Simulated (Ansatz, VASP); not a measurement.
**Si2W: VASP beside Ansatz**

```
Si W
1.0
     4.61440    0.00000    0.00000
    -2.30720    3.99619    0.00000
     0.00000    0.00000    6.64689
Si W
6 3
Direct
  0.86137 0.72273 0.50000
  0.13863 0.86137 0.83333
  0.72273 0.86137 0.16667
  0.13863 0.27727 0.50000
  0.86137 0.13863 0.83333
  0.27727 0.13863 0.16667
  0.00000 0.50000 0.16667
  0.50000 0.50000 0.83333
  0.50000 0.00000 0.50000
```

Alike in both runs: task single point; functional PBE; k mesh 9 × 9 × 6; occupations gaussian, width 0.03 eV; no spin polarisation.

|  | VASP | Ansatz |
| --- | --- | --- |
| version | VASP 6.6.1 | Ansatz 0.2.0 |
| potentials or method | VASP PAW PBE potentials, release 64 (Si, W_sv), cutoff 520 eV | scalar-relativistic, plane waves, PAW |
| valence electrons in the cell | 66 | 66 |

|  | VASP | Ansatz | Ansatz less VASP |
| --- | --- | --- | --- |
| gap on the k mesh at the Fermi level (eV) | none | none | - |
| pressure (GPa) | 6.7 | 6.7 | +0.04 |
| traceless stress, the component that is largest in VASP (GPa) | -6.81 | -6.80 | +0.014 |
| rms of the force components (eV/Å) | 2.112 | 2.121 | +0.0092 |

Atom by atom the forces differ by 0.009 eV/Å (rms over components). A gap of «none» marks a metal or a gap that the smearing closes. With one functional, cell and mesh, what is left measures potentials, basis and numerics.

Neither program's run includes spin-orbit coupling.
